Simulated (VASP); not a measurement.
Input of a VASP 6.6.1 run:

POSCAR

```
BaTiO3
1.0
    3.9998000000      0.0000000000      0.0000000000
    0.0000000000      3.9998000000      0.0000000000
    0.0000000000      0.0000000000      4.0180000000
Ba Ti O
1 1 3
Direct
    0.0000000000      0.0000000000      0.0000000000
    0.5000000000      0.5000000000      0.4900000000
    0.5000000000      0.5000000000      0.0190000000
    0.5000000000      0.0000000000      0.5170000000
    0.0000000000      0.5000000000      0.5170000000
```

INCAR.step1

```
ALGO = Normal
EDIFF = 1E-4
ENCUT = 520
GGA = PE
ISMEAR = 0
LASPH = True
LCHARG = False
LREAL = False
LWAVE = True
NBANDS = 28
NELM = 60
PREC = Accurate
SIGMA = 0.01
```

The input INCAR.step2:

```
ALGO = Normal
EDIFF = 1E-6
ENCUT = 520
ISIF = 2
ISMEAR = 0
ISTART = 1
LASPH = True
LCHARG = True
LELF = True
LMIXTAU = True
LREAL = False
LVHAR = True
LWAVE = False
METAGGA = R2SCAN
NBANDS = 28
NELM = 60
PREC = Accurate
SIGMA = 0.01
```

The input KPOINTS:

```
k-points
0
Gamma
  4 4 4
```

Potentials or basis: VASP PAW PBE potentials, release 64 (Ba_sv, Ti_sv, O).

The run is started by

```console
$ cat potpaw_PBE.64/Ba_sv/POTCAR potpaw_PBE.64/Ti_sv/POTCAR potpaw_PBE.64/O/POTCAR > POTCAR
$ cp INCAR.step1 INCAR
$ mpirun -np 1 vasp_std > vasp.out
$ cp INCAR.step2 INCAR
$ mpirun -np 1 vasp_std > vasp.out
```

Predict the largest force.

0.329 eV/Å.

Predict the band gap on the k mesh.

2.15 eV, indirect (least direct gap 2.45 eV).

Forces on the atoms (eV/Å):
```
Ba   0.000  0.000  0.084
Ti   0.000  0.000 -0.155
O    0.000  0.000  0.329
O    0.000  0.000 -0.129
O    0.000  0.000 -0.129
```

Caveat: the PAW data sets were made with another functional, which shifts forces and pressure a little; spin-orbit coupling is left out, which moves the levels of the heavy elements. r2SCAN opens gaps a little over a GGA but as a rule still falls short of measured ones.
